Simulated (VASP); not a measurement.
# MgPb2Se3 (P-3m1) in VASP: relaxation of cell and atoms with r2SCAN+rVV10

Aim: the relaxation of cell and atoms of MgPb2Se3 with r2SCAN+rVV10.

Everything below comes from runs of VASP 6.6.1. Logs are shortened: lines on timing, memory, paths and dates and some standing lists are left out, and cuts for length are marked.

### Step 1. The cell of the first run

It takes space group P-3m1 (No. 164, trigonal). The conventional cell has a = 4.156 Å, b = 4.156 Å, c = 10.319 Å, α = 90.00°, β = 90.00°, γ = 120.00°. Mg (site symmetry -3m) has 6 Se at 2.80 Å within 3.7 Å. Pb (site symmetry 3m) has 6 Se at 3.02 to 3.05 Å and 3 Mg at 4.10 Å and 6 Pb at 4.16 Å within 4.2 Å. Se (site symmetry 3m) has 3 Mg at 2.80 Å and 3 Pb at 3.05 Å and 3 Se at 3.75 Å within 3.8 Å. Se (site symmetry -3m) has 6 Pb at 3.02 Å and 6 Se at 4.16 Å within 4.2 Å.

### Step 2. Relaxation of cell and atoms, r2SCAN+rVV10

File POSCAR:

```
MgPb2Se3
1.0
    4.1564162945      0.0000000000      0.0000000000
   -2.0782081473      3.5995620998      0.0000000000
    0.0000000000      0.0000000000     10.3187604067
Mg Pb Se
1 2 3
Direct
    0.0000000000      0.0000000000      0.0000000000
    0.3333333333      0.6666666667      0.6773169132
    0.6666666667      0.3333333333      0.3226830868
    0.3333333333      0.6666666667      0.1396076121
    0.6666666667      0.3333333333      0.8603923879
    0.0000000000      0.0000000000      0.5000000000
```

File INCAR.step1:

```
  PREC = Accurate
  ENCUT = 600
  ISMEAR = -1
  SIGMA = 0.03
  LREAL = False
  LASPH = True
  NELM = 80
  GGA = PE
  ALGO = Normal
  EDIFF = 1E-4
  LWAVE = True
  LCHARG = False
```

File INCAR.step2:

```
  PREC = Accurate
  ENCUT = 600
  EDIFF = 1E-6
  ISMEAR = -1
  SIGMA = 0.03
  LREAL = False
  LASPH = True
  NELM = 80
  ALGO = Normal
  ISIF = 3
  LWAVE = False
  LCHARG = False
  METAGGA = R2SCAN
  LMIXTAU = True
  LUSE_VDW = True
  IVDW_NL = 2
  BPARAM = 11.95
  CPARAM = 0.0093
  IBRION = 2
  NSW = 100
  EDIFFG = -0.01
  ISTART = 1
```

File KPOINTS:

```
Automatic mesh
0
Gamma
  6 6 2
```

Potentials or basis: VASP PAW PBE potentials, release 64 (Mg, Pb_d, Se).

The run is started by

```
> cat potpaw_PBE.64/Mg/POTCAR potpaw_PBE.64/Pb_d/POTCAR potpaw_PBE.64/Se/POTCAR > POTCAR
> cp INCAR.step1 INCAR
> mpirun -np 1 vasp_std > vasp.out
> cp INCAR.step2 INCAR
> mpirun -np 1 vasp_std > vasp.out
```

OUTCAR:

```text
PREC = Accurate
   ENCUT = 600
   EDIFF = 1E-6
   ISMEAR = -1
   LREAL = False
   LASPH = True
   NELM = 80
   ISIF = 3
   METAGGA = R2SCAN
   IVDW_NL = 2
   BPARAM = 11.95
   IBRION = 2
   NSW = 100
   EDIFFG = -0.01
   ISTART = 1

 ion  position               nearest neighbor table
   1  0.000  0.000  0.000-   4 2.80   5 2.80   5 2.80   4 2.80   5 2.80   4 2.80
   2  0.333  0.667  0.677-   6 3.02   6 3.02   6 3.02   5 3.05   5 3.05   5 3.05
   3  0.667  0.333  0.323-   6 3.02   6 3.02   6 3.02   4 3.05   4 3.05   4 3.05
   4  0.333  0.667  0.140-   1 2.80   1 2.80   1 2.80   3 3.05   3 3.05   3 3.05
   5  0.667  0.333  0.860-   1 2.80   1 2.80   1 2.80   2 3.05   2 3.05   2 3.05
   6  0.000  0.000  0.500-   2 3.02   3 3.02   3 3.02   2 3.02   3 3.02   2 3.02

  LATTYP: Found a hexagonal cell.
 ALAT       =     4.1564162945
 C/A-ratio  =     2.4826099398

  Lattice vectors:

 A1 = (   4.1564162945,   0.0000000000,   0.0000000000)
 A2 = (  -2.0782081473,   3.5995620998,   0.0000000000)
 A3 = (   0.0000000000,   0.0000000000,  10.3187604067)

Analysis of symmetry for initial positions (statically):
=====================================================================
 Subroutine PRICEL returns:
 Original cell was already a primitive cell.

 Routine SETGRP: Setting up the symmetry group for a
 hexagonal supercell.

 Subroutine GETGRP returns: Found 12 space group operations
 (whereof 12 operations were pure point group operations)
 out of a pool of 24 trial point group operations.

The static configuration has the point symmetry D_3d.

Analysis of symmetry for dynamics (positions and initial velocities):
=====================================================================
 Subroutine PRICEL returns:
 Original cell was already a primitive cell.

 Routine SETGRP: Setting up the symmetry group for a
 hexagonal supercell.

 Subroutine GETGRP returns: Found 12 space group operations
 (whereof 12 operations were pure point group operations)
 out of a pool of 24 trial point group operations.

The dynamic configuration has the point symmetry D_3d.

 Subroutine INISYM returns: Found 12 space group operations
 (whereof 12 operations are pure point group operations),
 and found     1 'primitive' translations

----------------------------------------------------------------------------------------

                                     Primitive cell

  volume of cell :     154.3818

  direct lattice vectors                    reciprocal lattice vectors
     4.156416294  0.000000000  0.000000000     0.240591878  0.138905785  0.000000000
    -2.078208147  3.599562100  0.000000000     0.000000000  0.277811570  0.000000000
     0.000000000  0.000000000 10.318760407     0.000000000  0.000000000  0.096910865

  length of vectors
     4.156416294  4.156416295 10.318760407     0.277811570  0.277811570  0.096910865

  position of ions in fractional coordinates (direct lattice)
     0.000000000  0.000000000  0.000000000
     0.333333333  0.666666667  0.677316913
     0.666666667  0.333333333  0.322683087
     0.333333333  0.666666667  0.139607612
     0.666666667  0.333333333  0.860392388
     0.000000000  0.000000000  0.500000000

  ion indices of the primitive-cell ions
   primitive index   ion index
                 1           1
                 2           2
                 3           3
                 4           4
                 5           5
                 6           6

----------------------------------------------------------------------------------------

 KPOINTS: Automatic mesh

Automatic generation of k-mesh.
 Grid dimensions read from file:
 generate k-points for:    6    6    2

 Generating k-lattice:

  Cartesian coordinates                     Fractional coordinates (reciprocal lattice)
     0.040098646  0.023150964  0.000000000     0.166666667  0.000000000  0.000000000
     0.000000000  0.046301928  0.000000000     0.000000000  0.166666667  0.000000000
     0.000000000  0.000000000  0.048455433     0.000000000  0.000000000  0.500000000

  Length of vectors
     0.046301928  0.046301928  0.048455433

  Shift w.r.t. Gamma in fractional coordinates (k-lattice)
     0.000000000  0.000000000  0.000000000

 Subroutine IBZKPT returns following result:
 ===========================================

 Found     14 irreducible k-points:

 Following reciprocal coordinates:
            Coordinates               Weight
  0.000000  0.000000  0.000000      1.000000
  0.166667  0.000000  0.000000      6.000000
  0.333333  0.000000  0.000000      6.000000
  0.500000  0.000000  0.000000      3.000000
  0.166667  0.166667  0.000000      6.000000
  0.333333  0.166667  0.000000     12.000000
  0.333333  0.333333  0.000000      2.000000
  0.000000  0.000000  0.500000      1.000000
  0.166667  0.000000  0.500000      6.000000
  0.333333  0.000000  0.500000      6.000000
  0.500000  0.000000  0.500000      3.000000
  0.166667  0.166667  0.500000      6.000000
  0.333333  0.166667  0.500000     12.000000
  0.333333  0.333333  0.500000      2.000000
   k-points           NKPTS =     14   k-points in BZ     NKDIM =     14   number of bands    NBANDS=     28
   number of dos      NEDOS =    301   number of ions     NIONS =      6
   total plane-waves  NPLWV = 108864
   dimension x,y,z NGX =    36 NGY =   36 NGZ =   84
   dimension x,y,z NGXF=    72 NGYF=   72 NGZF=  168
   ions per type =               1   2   3
   NGX,Y,Z   is equivalent  to a cutoff of  14.40, 14.40, 13.53 a.u.
   NGXF,Y,Z  is equivalent  to a cutoff of  28.80, 28.80, 27.07 a.u.
 SYSTEM =  unknown system
   PREC   = accura    normal or accurate (medium, high low for compatibility)
   ISTART =      1    job   : 0-new  1-cont  2-samecut
   ICHARG =      0    charge: 1-file 2-atom 10-const
   ISPIN  =      1    spin polarized calculation?
   LNONCOLLINEAR =      F non collinear calculations
   LSORBIT =      F    spin-orbit coupling
   LASPH  =      T    aspherical Exc in radial PAW
   ENCUT  =  600.0 eV  44.10 Ry    6.64 a.u.   8.30  8.30 20.61*2*pi/ulx,y,z
   NELM   =     80;   NELMIN=  2; NELMDL=  0     # of ELM steps
   EDIFF  = 0.1E-05   stopping-criterion for ELM
   LREAL  =      F    real-space projection
   EDIFFG = -.1E-01   stopping-criterion for IOM
   NSW    =    100    number of steps for IOM
   IBRION =      2    ionic relax: 0-MD 1-quasi-New 2-CG
   NFREE  =      1    steps in history (QN), initial steepest desc. (CG)
   ISIF   =      3    stress and relaxation
   ISYM   =      2    0-nonsym 1-usesym 2-fastsym
   POTIM  = 0.5000    time-step for ionic-motion
   TEBEG  =    0.0;   TEEND  =   0.0 temperature during run
   PSTRESS=    0.0 pullay stress
   NELECT =      48.0000    total number of electrons
   NUPDOWN=      -1.0000    fix difference up-down
   EMIN   =  10.00;   EMAX   =-10.00  energy-range for DOS
   EFERMI =   0.00;   METHOD = LEGACY
   ISMEAR =    -1;   SIGMA  =   0.03  broadening in eV -4-tet -1-fermi 0-gaus
   EFERMI_NEDOS =   21; number of points for ismear=-14 and -15
   IALGO  =     38    algorithm
   IMIX   =      4    mixing-type and parameters
     AMIX     =   0.40;   BMIX     =  1.00
     AMIX_MAG =   1.60;   BMIX_MAG =  1.00
  volume/ion in A,a.u.               =      25.73       173.64
  Fermi-wavevector in a.u.,A,eV,Ry     =   1.109064  2.095827 16.735470  1.230022
  Thomas-Fermi vector in A             =   2.245599
   LORBIT       =      0    0 simple, 1 ext, 2 COOP (PROOUT), +10 PAW based schemes
   METAGGA = R2SCAN    functional components
   LHFCALC =     F    Hartree Fock is set to
   AEXX    =    0.0000 exact exchange contribution
   IVDW_NL    =     2    kernel type
   BPARAM     =11.9500
   IVDW    =     0    specifies the selected vdW correction
   LEPSILON=     F    determine dielectric tensor
   LRPA    =     F    only Hartree local field effects (RPA)
 conjugate gradient relaxation of ions
 non-spin polarized calculation
  energy-cutoff  :      600.00
  volume of cell :      154.38
 maximum number of plane-waves:      5186
 NGX is ok and might be reduce to    36
   NGX = 17   NGY = 17   NGZ = 41

--------------------------------------- Ionic step        1  -------------------------------------------

 number of electron      48.0000002 magnetization

 Free energy of the ion-electron system (eV)
  ---------------------------------------------------
  ext. energy  EPLUGINS =         0.00000000
  ---------------------------------------------------
  free energy    TOTEN  =      -163.69089744 eV

  energy without entropy =     -163.69089666  energy(sigma->0) =     -163.69089705

 E-fermi :   5.3816     XC(G=0): -10.0913

 val. band max:        5.0774089056   @ k =   0.0000   0.0000   0.0000
 cond. band min:       5.7189834633   @ k =   0.5000   0.0000   0.5000
 fundamental gap:      0.6415745577
 Fermi energy:         5.3815647688

 k-point     1 :       0.0000    0.0000    0.0000
  band No.  band energies     occupation
      1     -12.7856      2.00000
      2     -12.7856      2.00000
      3     -12.7746      2.00000
      4     -12.7746      2.00000
      5     -12.7571      2.00000
      6     -12.7523      2.00000
[... 460 lines left out ...]
  energy  without entropy=     -163.6908966633  energy(sigma->0) =     -163.69089705

--------------------------------------- Ionic step        2  -------------------------------------------

 number of electron      47.9999997 magnetization

 E-fermi :   5.1290     XC(G=0):  -9.9900

 val. band max:        4.8023005761   @ k =   0.0000   0.0000   0.0000
 cond. band min:       5.4890312263   @ k =   0.5000   0.0000   0.5000
 fundamental gap:      0.6867306502
 Fermi energy:         5.1290487821

 k-point     1 :       0.0000    0.0000    0.0000
  band No.  band energies     occupation
      1     -13.0093      2.00000
      2     -13.0093      2.00000
      3     -13.0001      2.00000
      4     -13.0001      2.00000
      5     -12.9822      2.00000
      6     -12.9775      2.00000
[... 700 lines left out ...]
  energy  without entropy=     -163.6988558026  energy(sigma->0) =     -163.69885629

--------------------------------------- Ionic step        9  -------------------------------------------

 number of electron      47.9999999 magnetization

 Free energy of the ion-electron system (eV)
  ---------------------------------------------------
  ext. energy  EPLUGINS =         0.00000000
  ---------------------------------------------------
  free energy    TOTEN  =      -163.69889702 eV

  energy without entropy =     -163.69889606  energy(sigma->0) =     -163.69889654

 E-fermi :   5.1983     XC(G=0): -10.0217

 val. band max:        4.9015488179   @ k =   0.0000   0.0000   0.0000
 cond. band min:       5.5283711175   @ k =   0.5000   0.0000   0.5000
 fundamental gap:      0.6268222996
 Fermi energy:         5.1983485875

 k-point     1 :       0.0000    0.0000    0.0000
  band No.  band energies     occupation
      1     -12.9497      2.00000
      2     -12.9497      2.00000
      3     -12.9406      2.00000
      4     -12.9406      2.00000
      5     -12.9211      2.00000
      6     -12.9162      2.00000
[... 456 lines left out ...]
  FREE ENERGIE OF THE ION-ELECTRON SYSTEM (eV)
  ---------------------------------------------------
  free  energy   TOTEN  =      -163.6988970227 eV

  energy  without entropy=     -163.6988960575  energy(sigma->0) =     -163.69889654

 reached required accuracy - stopping structural energy minimisation
```

It took 22 min on 1 thread of Intel Xeon 6975P-C (Granite Rapids), shared host; peak memory 0.78 GiB.

What came out:

| Item | Value |
| --- | --- |
| Free energy | -163.6989 eV |
| Relaxed volume | 26.11 Å³/atom |
| Relaxed cell | a = 4.167 Å, b = 4.167 Å, c = 10.420 Å, α = 90.00°, β = 90.00°, γ = 120.00° |
| Space group after relaxing (to 0.1 Å) | P-3m1 (No. 164) |
| Energy gained by relaxing | 1.3 meV/atom |
| Ionic steps | 9 |
| Pressure after relaxing | 0.0 GPa |
| Largest force after relaxing | 0.006 eV/Å |
| Band gap on the k mesh | 0.63 eV (least direct gap 0.92 eV) |

Forces on the atoms (eV/Å):
```
Mg   0.000  0.000  0.000
Pb   0.000  0.000  0.006
Pb   0.000  0.000 -0.006
Se   0.000  0.000 -0.001
Se   0.000  0.000  0.001
Se   0.000  0.000  0.000
```

The path:
```
step  energy change (eV)  largest force (eV/Å)  pressure (GPa)  volume (Å³)
   1              0.0000                0.0746            0.92       154.38
   2             -0.0063                0.0289           -0.38       157.72
   3             -0.0073                0.0412           -0.03       156.80
   4             -0.0076                0.0291           -0.02       156.75
   5             -0.0080                0.0172            0.00       156.66
   6             -0.0080                0.0161            0.00       156.65
   7             -0.0080                0.0177            0.01       156.64
   8             -0.0080                0.0195            0.01       156.65
   9             -0.0080                0.0063           -0.01       156.67
```

Final structure:
```xyz
6
Lattice="4.1667 0.0000 0.0000 -2.0834 3.6085 0.0000 0.0000 0.0000 10.4202" Properties=species:S:1:pos:R:3 pbc="T T T"
Mg    0.0000    0.0000   10.4202
Pb    0.0000    2.4057    7.0612
Pb    2.0834    1.2028    3.3590
Se    0.0000    2.4057    1.4450
Se    2.0834    1.2028    8.9752
Se    0.0000    0.0000    5.2101
```

Caveat: the PAW data sets were made with another functional, which shifts forces and pressure a little; spin-orbit coupling is left out, which moves the levels of the heavy elements. A k mesh can miss the band edges.
